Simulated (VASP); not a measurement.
# As (R-3m) in VASP: further runs, part 2 of 2

VASP 6.6.1.

**3. Single point, PBEsol**

This run uses another cell than the first one, of the same volume but with other edges.

Contents of INCAR:

```
  ALGO = Normal
  EDIFF = 1E-7
  ENCUT = 520
  GGA = PS
  ISIF = 2
  ISMEAR = 0
  LASPH = True
  LCHARG = True
  LELF = True
  LREAL = False
  LVHAR = True
  LWAVE = False
  NBANDS = 12
  NELM = 60
  PREC = Accurate
  SIGMA = 0.15
```

Contents of KPOINTS:

```
k-points
0
Gamma
  18 18 18
```

Contents of POSCAR:

```
As
1.0
    1.9055026503      1.1001424681      3.3921851600
   -1.9055026503      1.1001424681      3.3921851600
    0.0000000000     -2.2002849361      3.3921851600
As
2
Direct
    0.2275400000      0.2275400000      0.2275400000
    0.7724600000      0.7724600000      0.7724600000
```

Potentials or basis: VASP PAW PBE potentials, release 64 (As).

Run with:

```console
> cat potpaw_PBE.64/As/POTCAR > POTCAR
> mpirun -np 1 vasp_std > vasp.out
```

OUTCAR:

```text
EDIFF = 1E-7
   ENCUT = 520
   GGA = PS
   ISIF = 2
   ISMEAR = 0
   LASPH = True
   LREAL = False
   NELM = 60
   PREC = Accurate

 ion  position               nearest neighbor table
   1  0.228  0.228  0.228-   2 2.53   2 2.53   2 2.53
   2  0.772  0.772  0.772-   1 2.53   1 2.53   1 2.53

  LATTYP: Found a trigonal (rhomboedric) cell.
 ALAT       =     4.0432875189
 COS(alpha) =     0.5557986648

  Lattice vectors:

 A1 = (   1.9055026503,   1.1001424681,   3.3921851600)
 A2 = (  -1.9055026503,   1.1001424681,   3.3921851600)
 A3 = (   0.0000000000,  -2.2002849361,   3.3921851600)

Analysis of symmetry for initial positions (statically):
=====================================================================
 Subroutine PRICEL returns:
 Original cell was already a primitive cell.

 Routine SETGRP: Setting up the symmetry group for a
 trigonal (rhombohedral) supercell.

 Subroutine GETGRP returns: Found 12 space group operations
 (whereof 12 operations were pure point group operations)
 out of a pool of 12 trial point group operations.

The static configuration has the point symmetry D_3d.

Analysis of symmetry for dynamics (positions and initial velocities):
=====================================================================
 Subroutine PRICEL returns:
 Original cell was already a primitive cell.

 Routine SETGRP: Setting up the symmetry group for a
 trigonal (rhombohedral) supercell.

 Subroutine GETGRP returns: Found 12 space group operations
 (whereof 12 operations were pure point group operations)
 out of a pool of 12 trial point group operations.

The dynamic configuration has the point symmetry D_3d.

 Subroutine INISYM returns: Found 12 space group operations
 (whereof 12 operations are pure point group operations),
 and found     1 'primitive' translations

----------------------------------------------------------------------------------------

                                     Primitive cell

  volume of cell :      42.6667

  direct lattice vectors                    reciprocal lattice vectors
     1.905502650  1.100142468  3.392185160     0.262397956  0.151495530  0.098265076
    -1.905502650  1.100142468  3.392185160    -0.262397956  0.151495530  0.098265076
     0.000000000 -2.200284936  3.392185160     0.000000000 -0.302991061  0.098265076

  length of vectors
     4.043287519  4.043287519  4.043287519     0.318527249  0.318527249  0.318527249

  position of ions in fractional coordinates (direct lattice)
     0.227540000  0.227540000  0.227540000
     0.772460000  0.772460000  0.772460000

  ion indices of the primitive-cell ions
   primitive index   ion index
                 1           1
                 2           2

----------------------------------------------------------------------------------------

 KPOINTS: k-points

Automatic generation of k-mesh.
 Grid dimensions read from file:
 generate k-points for:   18   18   18

 Generating k-lattice:

  Cartesian coordinates                     Fractional coordinates (reciprocal lattice)
     0.014577664  0.008416418  0.005459171     0.055555556  0.000000000  0.000000000
    -0.014577664  0.008416418  0.005459171     0.000000000  0.055555556  0.000000000
     0.000000000 -0.016832837  0.005459171    -0.000000000 -0.000000000  0.055555556

  Length of vectors
[... 38 lines left out ...]
   number of dos      NEDOS =    301   number of ions     NIONS =      2
   total plane-waves  NPLWV =  27000
   dimension x,y,z NGX =    30 NGY =   30 NGZ =   30
   dimension x,y,z NGXF=    60 NGYF=   60 NGZF=   60
   ions per type =               2
   NGX,Y,Z   is equivalent  to a cutoff of  12.33, 12.33, 12.33 a.u.
   NGXF,Y,Z  is equivalent  to a cutoff of  24.67, 24.67, 24.67 a.u.
 SYSTEM =  unknown system
   PREC   = accura    normal or accurate (medium, high low for compatibility)
   ISTART =      0    job   : 0-new  1-cont  2-samecut
   ICHARG =      2    charge: 1-file 2-atom 10-const
   ISPIN  =      1    spin polarized calculation?
   LNONCOLLINEAR =      F non collinear calculations
   LSORBIT =      F    spin-orbit coupling
   LASPH  =      T    aspherical Exc in radial PAW
   ENCUT  =  520.0 eV  38.22 Ry    6.18 a.u.   7.52  7.52  7.52*2*pi/ulx,y,z
   NELM   =     60;   NELMIN=  2; NELMDL= -5     # of ELM steps
   EDIFF  = 0.1E-06   stopping-criterion for ELM
   LREAL  =      F    real-space projection
   EDIFFG = 0.1E-05   stopping-criterion for IOM
   NSW    =      0    number of steps for IOM
   IBRION =     -1    ionic relax: 0-MD 1-quasi-New 2-CG
   NFREE  =      0    steps in history (QN), initial steepest desc. (CG)
   ISIF   =      2    stress and relaxation
   ISYM   =      2    0-nonsym 1-usesym 2-fastsym
   POTIM  = 0.5000    time-step for ionic-motion
   TEBEG  =    0.0;   TEEND  =   0.0 temperature during run
   PSTRESS=    0.0 pullay stress
   NELECT =      10.0000    total number of electrons
   NUPDOWN=      -1.0000    fix difference up-down
   EMIN   =  10.00;   EMAX   =-10.00  energy-range for DOS
   EFERMI =   0.00;   METHOD = LEGACY
   ISMEAR =     0;   SIGMA  =   0.15  broadening in eV -4-tet -1-fermi 0-gaus
   EFERMI_NEDOS =   21; number of points for ismear=-14 and -15
   IALGO  =     38    algorithm
   IMIX   =      4    mixing-type and parameters
     AMIX     =   0.40;   BMIX     =  1.00
     AMIX_MAG =   1.60;   BMIX_MAG =  1.00
  volume/ion in A,a.u.               =      21.33       143.96
  Fermi-wavevector in a.u.,A,eV,Ry     =   1.009358  1.907409 13.861654  1.018803
  Thomas-Fermi vector in A             =   2.142281
   LORBIT       =      0    0 simple, 1 ext, 2 COOP (PROOUT), +10 PAW based schemes
   GGA     = PS    functional components
   LHFCALC =     F    Hartree Fock is set to
   AEXX    =    0.0000 exact exchange contribution
   IVDW    =     0    specifies the selected vdW correction
   LEPSILON=     F    determine dielectric tensor
   LRPA    =     F    only Hartree local field effects (RPA)
 non-spin polarized calculation
 Gauss-broadening in eV      SIGMA  =   0.15
  energy-cutoff  :      520.00
  volume of cell :       42.67
 maximum number of plane-waves:      1166
   NGX = 15   NGY = 15   NGZ = 15

 number of electron      10.0000001 magnetization

 Free energy of the ion-electron system (eV)
  ---------------------------------------------------
  ext. energy  EPLUGINS =         0.00000000
  ---------------------------------------------------
  free energy    TOTEN  =       -10.20476952 eV

  energy without entropy =      -10.20216857  energy(sigma->0) =      -10.20346904

 E-fermi :   5.3842     XC(G=0): -10.1620

 val. band max:        5.3826303930   @ k =   0.3333   0.1667   0.1667
 cond. band min:       5.4075110011   @ k =   0.5000   0.0556   0.0000
 fundamental gap:      0.0248806081
 Fermi energy:         5.3842127140

 k-point     1 :       0.0000    0.0000    0.0000
  band No.  band energies     occupation
      1      -9.6396      2.00000
      2      -0.2362      2.00000
      3       3.2079      2.00000
      4       3.2498      2.00000
      5       3.2498      2.00000
      6       7.1677      0.00000
      7       8.3867      0.00000
      8       8.3867      0.00000
      9      11.9464      0.00000
     10      11.9464      0.00000
     11      12.5488      0.00000
     12      13.9936      0.00000
[... 331 lines left out ...]
 k-point    24 :      -0.2222    0.0556    0.0000
  band No.  band energies     occupation
      1      -8.8299      2.00000
      2      -2.6649      2.00000
      3       2.4972      2.00000
      4       3.2868      2.00000
      5       3.9524      2.00000
      6       6.6128      0.00000
      7       7.0177      0.00000
      8       7.9979      0.00000
      9      11.0662      0.00000
     10      12.1178      0.00000
     11      13.1907      0.00000
     12      16.5286      0.00000

 [... further k-points ...]

------------------------ aborting loop because EDIFF is reached ----------------------------------------

  FORCE on cell =-STRESS in cart. coord.  units (eV):
  Direction    XX          YY          ZZ          XY          YZ          ZX
  --------------------------------------------------------------------------------------
  -------------------------------------------------------------------------------------
  Total       -0.1484135     -0.1484135      0.1552380      0.0000000      0.0000000      0.0000000
  in kB       -5.5730731     -5.5730731      5.8293374      0.0000000      0.0000000      0.0000000
  external PRESSURE =      -1.7722696 kB  Pullay stress =       0.0000000 kB

 VOLUME and BASIS-vectors are now :
 -----------------------------------------------------------------------------
  energy-cutoff  :      520.00
  volume of cell :       42.67
      direct lattice vectors                 reciprocal lattice vectors
     1.905502650  1.100142468  3.392185160     0.262397956  0.151495530  0.098265076
    -1.905502650  1.100142468  3.392185160    -0.262397956  0.151495530  0.098265076
     0.000000000 -2.200284936  3.392185160     0.000000000 -0.302991061  0.098265076

 POSITION                                       TOTAL-FORCE (eV/Angst)
 -----------------------------------------------------------------------------------
      0.00000      0.00000      2.31557         0.000000      0.000000      0.321585
      0.00000      0.00000      7.86098         0.000000     -0.000000     -0.321585
 -----------------------------------------------------------------------------------
    total drift:                               -0.000000      0.000000     -0.000000

  FREE ENERGIE OF THE ION-ELECTRON SYSTEM (eV)
  ---------------------------------------------------
  free  energy   TOTEN  =       -10.2047695182 eV

  energy  without entropy=      -10.2021685667  energy(sigma->0) =      -10.20346904
```

OSZICAR:

```text
N       E                     dE             d eps       ncg     rms          rms(c)
DAV:   1     0.273263712658E+02    0.27326E+02   -0.42009E+03 13928   0.694E+02
DAV:   2    -0.866640236165E+01   -0.35993E+02   -0.34366E+02 18612   0.110E+02
DAV:   3    -0.102287242402E+02   -0.15623E+01   -0.15546E+01 17488   0.234E+01
DAV:   4    -0.102361855171E+02   -0.74613E-02   -0.74605E-02 15740   0.183E+00
DAV:   5    -0.102362034535E+02   -0.17936E-04   -0.17936E-04 17524   0.976E-02    0.335E+00
DAV:   6    -0.102159281710E+02    0.20275E-01   -0.58468E-03 15840   0.417E-01    0.200E+00
DAV:   7    -0.102047569637E+02    0.11171E-01   -0.12554E-02 15844   0.629E-01    0.691E-02
DAV:   8    -0.102047558562E+02    0.11075E-05   -0.52384E-04 16172   0.137E-01    0.253E-02
DAV:   9    -0.102047700698E+02   -0.14214E-04   -0.31022E-05 17232   0.338E-02    0.139E-02
DAV:  10    -0.102047696110E+02    0.45877E-06   -0.18801E-06 16420   0.771E-03    0.316E-03
DAV:  11    -0.102047695182E+02    0.92745E-07   -0.24636E-07 16416   0.338E-03
   1 F= -.10204770E+02 E0= -.10203469E+02  d E =-.260095E-02
```

Run time: 3 min. Hardware: 1 thread of Intel Xeon Platinum 8488C (Sapphire Rapids), shared host; peak memory 0.36 GiB.

What came out:

```
Free energy            : -10.2048 eV
Pressure               : -0.2 GPa
Largest force          : 0.322 eV/Å
Band gap on the k mesh : zero (bands 5 and 6 overlap by 0.26 eV)
```

Forces on the atoms (eV/Å):
```
As   0.000  0.000  0.322
As   0.000  0.000 -0.322
```

Levels at points of the mesh, in eV from the Fermi level:
```csv
k point,band 2,band 3,band 4,band 5,band 6,band 7,band 8,band 9
"(0.00, 0.00, 0.00)",-5.62,-2.18,-2.13,-2.13,1.78,3.00,3.00,6.56
"(0.50, 0.00, 0.00)",-11.17,-2.74,-2.42,-0.39,-0.26,0.49,1.17,9.25
"(0.50, 0.50, 0.00)",-9.61,-6.09,-4.28,-4.15,1.42,5.67,6.83,7.58
"(0.50, 0.50, 0.50)",-10.04,-1.85,-1.85,-0.92,0.49,0.49,1.65,8.21
```

Caveat: the PAW data sets were made with another functional, which shifts forces and pressure a little.

**4. Single point, PBEsol**

Contents of INCAR:

```
SYSTEM = As
  PREC = Accurate
  ENCUT = 520
  EDIFF = 1E-6
  ISMEAR = 0
  SIGMA = 0.15
  LREAL = .False.
  LASPH = .True.
  NELM = 100
  ALGO = Normal
  ISIF = 2
  LWAVE = .False.
  LCHARG = .True.
  GGA = PS
  LELF = .True.
  LVHAR = .True.
  NBANDS = 12
```

Contents of KPOINTS:

```
regular mesh
0
Gamma
  18 18 18
  0 0 0
```

Contents of POSCAR:

```
As
1.0
    1.8494256152      1.0677663768      3.6010149736
   -1.8494256152      1.0677663768      3.6010149736
    0.0000000000     -2.1355327536      3.6010149736
As
2
Direct
    0.2275400000      0.2275400000      0.2275400000
    0.7724600000      0.7724600000      0.7724600000
```

Potentials or basis: VASP PAW PBE potentials, release 64 (As).

Run with:

```console
> cat potpaw_PBE.64/As/POTCAR > POTCAR
> mpirun -np 1 vasp_std > vasp.out
```

OUTCAR:

```text
SYSTEM = As
   PREC = Accurate
   ENCUT = 520
   EDIFF = 1E-6
   ISMEAR = 0
   LREAL = .False.
   LASPH = .True.
   NELM = 100
   ISIF = 2
   GGA = PS

 ion  position               nearest neighbor table
   1  0.228  0.228  0.228-   2 2.51   2 2.51   2 2.51
   2  0.772  0.772  0.772-   1 2.51   1 2.51   1 2.51

  LATTYP: Found a trigonal (rhomboedric) cell.
 ALAT       =     4.1866226223
 COS(alpha) =     0.6097201755

  Lattice vectors:

 A1 = (   1.8494256152,   1.0677663768,   3.6010149736)
 A2 = (  -1.8494256152,   1.0677663768,   3.6010149736)
 A3 = (   0.0000000000,  -2.1355327536,   3.6010149736)
[... 537 lines left out ...]
      9      11.1826      0.00000
     10      12.1850      0.00000
     11      13.8637      0.00000
     12      16.8106      0.00000

 [... further k-points ...]
[... 5 lines left out ...]
  --------------------------------------------------------------------------------------
  -------------------------------------------------------------------------------------
  Total        0.5463714      0.5463714     -0.1312416      0.0000000      0.0000000      0.0000000
  in kB       20.5167831     20.5167831     -4.9282507      0.0000000      0.0000000      0.0000000
  external PRESSURE =      12.0351052 kB  Pullay stress =       0.0000000 kB

 VOLUME and BASIS-vectors are now :
 -----------------------------------------------------------------------------
  energy-cutoff  :      520.00
  volume of cell :       42.67
      direct lattice vectors                 reciprocal lattice vectors
     1.849425615  1.067766377  3.601014974     0.270354209  0.156089076  0.092566495
    -1.849425615  1.067766377  3.601014974    -0.270354209  0.156089076  0.092566495
     0.000000000 -2.135532754  3.601014974     0.000000000 -0.312178151  0.092566495

 POSITION                                       TOTAL-FORCE (eV/Angst)
 -----------------------------------------------------------------------------------
      0.00000      0.00000      2.45812         0.000000     -0.000000      0.140000
      0.00000      0.00000      8.34492         0.000000      0.000000     -0.140000
 -----------------------------------------------------------------------------------
    total drift:                               -0.000000      0.000000     -0.000000

  FREE ENERGIE OF THE ION-ELECTRON SYSTEM (eV)
  ---------------------------------------------------
  free  energy   TOTEN  =       -10.1873094280 eV

  energy  without entropy=      -10.1825824090  energy(sigma->0) =      -10.18494592
```

Run time: 2.1 min. Hardware: 1 thread of Intel Xeon Platinum 8488C (Sapphire Rapids), shared host; peak memory 0.37 GiB.

Results:

* Free energy: -10.1873 eV
* Pressure: 1.2 GPa
* Largest force: 0.140 eV/Å
* Band gap on the k mesh: zero (bands 5 and 6 overlap by 0.72 eV)

Forces in eV/Å, atoms in the order of the input:
```
As   0.000  0.000  0.140
As   0.000  0.000 -0.140
```

Stress tensor (GPa, compression positive):
```
 2.05  0.00  0.00
 0.00  2.05  0.00
 0.00  0.00 -0.49
```

Levels at points of the mesh, in eV from the Fermi level:
| k point | band 2 | band 3 | band 4 | band 5 | band 6 | band 7 | band 8 | band 9 |
| --- | --- | --- | --- | --- | --- | --- | --- | --- |
| (0.00, 0.00, 0.00) | -6.05 | -3.04 | -1.89 | -1.89 | 1.68 | 2.85 | 2.85 | 6.88 |
| (0.50, 0.00, 0.00) | -11.21 | -3.17 | -2.86 | -0.58 | -0.40 | -0.11 | 1.27 | 8.31 |
| (0.50, 0.50, 0.00) | -9.85 | -6.19 | -4.53 | -4.07 | 1.37 | 5.22 | 6.65 | 6.89 |
| (0.50, 0.50, 0.50) | -10.30 | -1.62 | -1.62 | -0.33 | 0.85 | 0.85 | 1.86 | 7.71 |

Caveat: the PAW data sets were made with another functional, which shifts forces and pressure a little.

**5. Overview**

```tsv
cell	gap on the mesh (eV)	pressure (GPa)	largest force (eV/Å)
a = 4.268 Å, angles 50.5°, 2 atoms	none	1.6	0.04
a = 4.043 Å, angles 56.2°, 2 atoms	none	-0.2	0.32
a = 4.187 Å, angles 52.4°, 2 atoms	none	1.2	0.14
```

Alike in all rows: task single point; level PBEsol; potentials or basis VASP PAW PBE potentials, release 64 (As); no spin polarisation; k mesh 18 × 18 × 18; cutoff (eV) 520; smearing gaussian 0.15 eV.

Caveats: the PAW data sets were made with another functional, which shifts forces and pressure a little.

Absolute energies hang on the potentials; compare differences alone.
